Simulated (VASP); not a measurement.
GeW:

```
CELL_PARAMETERS angstrom
0.00000 2.57761 2.57761
2.57761 0.00000 2.57761
2.57761 2.57761 0.00000
ATOMIC_POSITIONS crystal
Ge 0.50000 0.50000 0.50000
W 0.00000 0.00000 0.00000
```

Program: VASP 6.6.1. Alike in all runs: task single point; potentials or basis VASP PAW PBE potentials, release 64 (Ge_d, W_sv); cell as given; cutoff (eV) 520.

Task: Order these runs on this cell by their pressure, lowest first.
A. level r2SCAN; spin off; k mesh 9 × 9 × 9; smearing fermi-dirac 0.05 eV
B. level PBEsol; spin non-collinear, zero start, SOC; k mesh 7 × 7 × 7; smearing fermi-dirac 0.05 eV
C. level PBE; spin off; k mesh 9 × 9 × 9; smearing gaussian 0.021 eV

Result: B (-5.1 GPa), A (-3.1 GPa), C (0.4 GPa).

Caveats: the cell stands under tension (at least some runs); the PAW data sets were made with another functional, which shifts forces and pressure a little (at least some runs).
